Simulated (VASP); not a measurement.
# Pt (I4/mmm) in VASP: single point with r2SCAN

Aim: the single point of Pt with r2SCAN.

Everything below comes from runs of VASP 6.6.1. Logs are shortened: lines on timing, memory, paths and dates and some standing lists are left out, and cuts for length are marked.

### 1 The cell of the first run

Symmetry: I4/mmm, No. 139, tetragonal system. Conventional cell: a = 3.182 Å, b = 3.182 Å, c = 3.055 Å, α = 90.00°, β = 90.00°, γ = 90.00°. Pt (site symmetry 4/mmm) has 14 Pt at 2.72 to 3.18 Å within 3.6 Å.

### 2 Single point, r2SCAN

POSCAR

```
Pt
1.0
   -1.5909888765      1.5909888765      1.5273493214
    1.5909888765     -1.5909888765      1.5273493214
    1.5909888765      1.5909888765     -1.5273493214
Pt
1
Direct
    0.0000000000      0.0000000000      0.0000000000
```

INCAR.step1

```
SYSTEM = Pt
PREC = Accurate
ENCUT = 520
ISMEAR = 0
SIGMA = 0.15
LREAL = .FALSE.
LASPH = .TRUE.
NELM = 100
NBANDS = 11
GGA = PE
ALGO = Normal
EDIFF = 1E-4
LWAVE = .TRUE.
LCHARG = .FALSE.
```

INCAR.step2

```
SYSTEM = Pt
PREC = Accurate
ENCUT = 520
EDIFF = 1E-7
ISMEAR = 0
SIGMA = 0.15
LREAL = .FALSE.
LASPH = .TRUE.
NELM = 100
ALGO = Normal
ISIF = 2
LWAVE = .FALSE.
LCHARG = .FALSE.
METAGGA = R2SCAN
LMIXTAU = .TRUE.
NBANDS = 11
ISTART = 1
```

KPOINTS

```
regular mesh
0
G
  30 30 30
  0 0 0
```

Potentials or basis: VASP PAW PBE potentials, release 64 (Pt).

Command:

```sh
> cat potpaw_PBE.64/Pt/POTCAR > POTCAR
> cp INCAR.step1 INCAR
> mpirun -np 1 vasp_std > vasp.out
> cp INCAR.step2 INCAR
> mpirun -np 1 vasp_std > vasp.out
```

OUTCAR:

```text
SYSTEM = Pt
   PREC = Accurate
   ENCUT = 520
   EDIFF = 1E-7
   ISMEAR = 0
   LREAL = .FALSE.
   LASPH = .TRUE.
   NELM = 100
   ISIF = 2
   METAGGA = R2SCAN
   ISTART = 1

 ion  position               nearest neighbor table
   1  0.000  0.000  0.000-

  LATTYP: Found a body centered tetragonal cell.
 ALAT       =     3.1819777530
 C/A-ratio  =     0.9600000000

  Lattice vectors:

 A1 = (  -1.5909888765,   1.5909888765,   1.5273493214)
 A2 = (   1.5909888765,  -1.5909888765,   1.5273493214)
 A3 = (   1.5909888765,   1.5909888765,  -1.5273493214)

Analysis of symmetry for initial positions (statically):
=====================================================================
 Subroutine PRICEL returns:
 Original cell was already a primitive cell.

 Routine SETGRP: Setting up the symmetry group for a
 body centered tetragonal supercell.

 Subroutine GETGRP returns: Found 16 space group operations
 (whereof 16 operations were pure point group operations)
 out of a pool of 16 trial point group operations.

The static configuration has the point symmetry D_4h.

Analysis of symmetry for dynamics (positions and initial velocities):
=====================================================================
 Subroutine PRICEL returns:
 Original cell was already a primitive cell.

 Routine SETGRP: Setting up the symmetry group for a
 body centered tetragonal supercell.

 Subroutine GETGRP returns: Found 16 space group operations
 (whereof 16 operations were pure point group operations)
 out of a pool of 16 trial point group operations.

The dynamic configuration has the point symmetry D_4h.

 Subroutine INISYM returns: Found 16 space group operations
 (whereof 16 operations are pure point group operations),
 and found     1 'primitive' translations

----------------------------------------------------------------------------------------

                                     Primitive cell

  volume of cell :      15.4644

  direct lattice vectors                    reciprocal lattice vectors
    -1.590988876  1.590988876  1.527349321     0.000000000  0.314269953  0.327364535
     1.590988876 -1.590988876  1.527349321     0.314269953  0.000000000  0.327364535
     1.590988876  1.590988876 -1.527349321     0.314269953  0.314269953  0.000000000

  length of vectors
     2.719427727  2.719427727  2.719427727     0.453798570  0.453798570  0.444444830

  position of ions in fractional coordinates (direct lattice)
     0.000000000  0.000000000  0.000000000

  ion indices of the primitive-cell ions
   primitive index   ion index
                 1           1

----------------------------------------------------------------------------------------

 KPOINTS: regular mesh

Automatic generation of k-mesh.
 Grid dimensions read from file:
 generate k-points for:   30   30   30

 Generating k-lattice:

  Cartesian coordinates                     Fractional coordinates (reciprocal lattice)
     0.000000000  0.010475665  0.010912151     0.033333333  0.000000000  0.000000000
     0.010475665  0.000000000  0.010912151     0.000000000  0.033333333  0.000000000
     0.010475665  0.010475665  0.000000000     0.000000000  0.000000000  0.033333333

  Length of vectors
     0.015126619  0.015126619  0.014814828

  Shift w.r.t. Gamma in fractional coordinates (k-lattice)
     0.000000000  0.000000000  0.000000000

 Subroutine IBZKPT returns following result:
 ===========================================

 Found   1992 irreducible k-points:

 Following reciprocal coordinates:
            Coordinates               Weight
  0.000000  0.000000  0.000000      1.000000
  0.033333  0.000000  0.000000      8.000000
  0.066667 -0.000000  0.000000      8.000000
  0.100000 -0.000000  0.000000      8.000000
  0.133333  0.000000  0.000000      8.000000
  0.166667  0.000000  0.000000      8.000000
[... 16 lines left out ...]
  0.233333  0.033333  0.000000     16.000000
  0.266667  0.033333  0.000000     16.000000
 [... further k-points ...]
   k-points           NKPTS =   1992   k-points in BZ     NKDIM =   1992   number of bands    NBANDS=     11
   number of dos      NEDOS =    301   number of ions     NIONS =      1
   total plane-waves  NPLWV =   8000
   dimension x,y,z NGX =    20 NGY =   20 NGZ =   20
   dimension x,y,z NGXF=    40 NGYF=   40 NGZF=   40
   ions per type =               1
   NGX,Y,Z   is equivalent  to a cutoff of  12.23, 12.23, 12.23 a.u.
   NGXF,Y,Z  is equivalent  to a cutoff of  24.45, 24.45, 24.45 a.u.
 SYSTEM =  Pt
   PREC   = accura    normal or accurate (medium, high low for compatibility)
   ISTART =      1    job   : 0-new  1-cont  2-samecut
   ICHARG =      0    charge: 1-file 2-atom 10-const
   ISPIN  =      1    spin polarized calculation?
   LNONCOLLINEAR =      F non collinear calculations
   LSORBIT =      F    spin-orbit coupling
   LASPH  =      T    aspherical Exc in radial PAW
   ENCUT  =  520.0 eV  38.22 Ry    6.18 a.u.   5.06  5.06  5.06*2*pi/ulx,y,z
   NELM   =    100;   NELMIN=  2; NELMDL=  0     # of ELM steps
   EDIFF  = 0.1E-06   stopping-criterion for ELM
   LREAL  =      F    real-space projection
   EDIFFG = 0.1E-05   stopping-criterion for IOM
   NSW    =      0    number of steps for IOM
   IBRION =     -1    ionic relax: 0-MD 1-quasi-New 2-CG
   NFREE  =      0    steps in history (QN), initial steepest desc. (CG)
   ISIF   =      2    stress and relaxation
   ISYM   =      2    0-nonsym 1-usesym 2-fastsym
   POTIM  = 0.5000    time-step for ionic-motion
   TEBEG  =    0.0;   TEEND  =   0.0 temperature during run
   PSTRESS=    0.0 pullay stress
   NELECT =      10.0000    total number of electrons
   NUPDOWN=      -1.0000    fix difference up-down
   EMIN   =  10.00;   EMAX   =-10.00  energy-range for DOS
   EFERMI =   0.00;   METHOD = LEGACY
   ISMEAR =     0;   SIGMA  =   0.15  broadening in eV -4-tet -1-fermi 0-gaus
   EFERMI_NEDOS =   21; number of points for ismear=-14 and -15
   IALGO  =     38    algorithm
   IMIX   =      4    mixing-type and parameters
     AMIX     =   0.40;   BMIX     =  1.00
     AMIX_MAG =   1.60;   BMIX_MAG =  1.00
  volume/ion in A,a.u.               =      15.46       104.36
  Fermi-wavevector in a.u.,A,eV,Ry     =   1.415676  2.675240 27.267970  2.004139
  Thomas-Fermi vector in A             =   2.537090
   LORBIT       =      0    0 simple, 1 ext, 2 COOP (PROOUT), +10 PAW based schemes
   METAGGA = R2SCAN    functional components
   LHFCALC =     F    Hartree Fock is set to
   AEXX    =    0.0000 exact exchange contribution
   IVDW    =     0    specifies the selected vdW correction
   LEPSILON=     F    determine dielectric tensor
   LRPA    =     F    only Hartree local field effects (RPA)
 non-spin polarized calculation
 Gauss-broadening in eV      SIGMA  =   0.15
  energy-cutoff  :      520.00
  volume of cell :       15.46
 maximum number of plane-waves:       430
   NGX = 11   NGY = 11   NGZ = 11

 number of electron      10.0000000 magnetization

 Free energy of the ion-electron system (eV)
  ---------------------------------------------------
  ext. energy  EPLUGINS =         0.00000000
  ---------------------------------------------------
  free energy    TOTEN  =       -51.41796573 eV

  energy without entropy =      -51.40659165  energy(sigma->0) =      -51.41227869

 E-fermi :  10.3474     XC(G=0): -14.4288

 val. band max:       10.3470818911   @ k =  -0.2000  -0.2333   0.1333
 cond. band min:      10.3484573926   @ k =  -0.2333   0.3333   0.1667
 fundamental gap:      0.0013755015
 Fermi energy:        10.3474084397

 k-point     1 :       0.0000    0.0000    0.0000
  band No.  band energies     occupation
      1       0.3733      2.00000
      2       6.3793      2.00000
      3       6.7480      2.00000
      4       6.7480      2.00000
      5       8.9404      2.00000
      6       9.4093      2.00000
      7      28.1474      0.00000
      8      28.1474      0.00000
      9      29.0328      0.00000
     10      38.8084      0.00000
     11      38.9245      0.00000

 k-point     2 :       0.0333    0.0000    0.0000
  band No.  band energies     occupation
      1       0.4225      2.00000
      2       6.3887      2.00000
      3       6.7468      2.00000
      4       6.7575      2.00000
      5       8.9387      2.00000
      6       9.3886      2.00000
      7      28.1912      0.00000
      8      28.2202      0.00000
      9      29.0529      0.00000
     10      37.7187      0.00000
     11      38.7787      0.00000

 k-point     3 :       0.0667   -0.0000    0.0000
  band No.  band energies     occupation
      1       0.5688      2.00000
      2       6.3908      2.00000
      3       6.7417      2.00000
      4       6.8129      2.00000
      5       8.9326      2.00000
      6       9.3342      2.00000
      7      28.3087      0.00000
      8      28.4365      0.00000
      9      29.0964      0.00000
     10      36.5565      0.00000
     11      37.8594      0.00000

 k-point     4 :       0.1000   -0.0000    0.0000
  band No.  band energies     occupation
      1       0.8076      2.00000
      2       6.3419      2.00000
      3       6.7291      2.00000
      4       6.9599      2.00000
      5       8.9184      2.00000
      6       9.2668      2.00000
      7      28.4562      0.00000
      8      28.7905      0.00000
      9      29.1082      0.00000
     10      35.5383      0.00000
     11      36.7011      0.00000
[... 239 lines left out ...]
 k-point    22 :       0.2000    0.0333    0.0000
  band No.  band energies     occupation
      1       2.2295      2.00000
      2       5.8746      2.00000
      3       6.6101      2.00000
      4       8.1733      2.00000
      5       8.8534      2.00000
      6       9.2353      2.00000
      7      27.2860      0.00000
      8      27.9712      0.00000
      9      30.9375      0.00000
     10      32.9902      0.00000
     11      34.6011      0.00000

 k-point    23 :       0.2333    0.0333    0.0000
  band No.  band energies     occupation
      1       2.6649      2.00000
      2       5.7095      2.00000
      3       6.6773      2.00000
      4       8.6411      2.00000
      5       8.8612      2.00000
      6       9.3076      2.00000
      7      26.0241      0.00000
      8      27.3675      0.00000
      9      31.7332      0.00000
     10      32.2362      0.00000
     11      34.6153      0.00000

 k-point    24 :       0.2667    0.0333    0.0000
  band No.  band energies     occupation
      1       3.0296      2.00000
      2       5.5489      2.00000
      3       6.8765      2.00000
      4       8.8838      2.00000
      5       9.1647      2.00000
      6       9.3895      2.00000
      7      24.5953      0.00000
      8      26.7219      0.00000
      9      31.2420      0.00000
     10      32.5980      0.00000
     11      34.7134      0.00000

 [... further k-points ...]
[... 5 lines left out ...]
  --------------------------------------------------------------------------------------
  -------------------------------------------------------------------------------------
  Total        0.2050130      0.2050130     -0.1910226      0.0000000      0.0000000     -0.0000000
  in kB       21.2402355     21.2402355    -19.7907723      0.0000000      0.0000000     -0.0000000
  external PRESSURE =       7.5632329 kB  Pullay stress =       0.0000000 kB

 VOLUME and BASIS-vectors are now :
 -----------------------------------------------------------------------------
  energy-cutoff  :      520.00
  volume of cell :       15.46
      direct lattice vectors                 reciprocal lattice vectors
    -1.590988876  1.590988876  1.527349321     0.000000000  0.314269953  0.327364535
     1.590988876 -1.590988876  1.527349321     0.314269953  0.000000000  0.327364535
     1.590988876  1.590988876 -1.527349321     0.314269953  0.314269953  0.000000000

 POSITION                                       TOTAL-FORCE (eV/Angst)
 -----------------------------------------------------------------------------------
      0.00000      0.00000      0.00000        -0.000000      0.000000      0.000000
 -----------------------------------------------------------------------------------
    total drift:                                0.000000     -0.000000      0.000000

  FREE ENERGIE OF THE ION-ELECTRON SYSTEM (eV)
  ---------------------------------------------------
  free  energy   TOTEN  =       -51.4179657321 eV

  energy  without entropy=      -51.4065916534  energy(sigma->0) =      -51.41227869
```

It took 26 min on 1 thread of Oxide Virtual Turin-like, shared host; peak memory 0.39 GiB.

What came out:

```
Free energy            : -51.4180 eV
Pressure               : 0.8 GPa
Band gap on the k mesh : zero (bands 5 and 6 overlap by 2.40 eV)
```

Caveat: the PAW data sets were made with another functional, which shifts forces and pressure a little; spin-orbit coupling is left out, which moves the levels of the heavy elements.
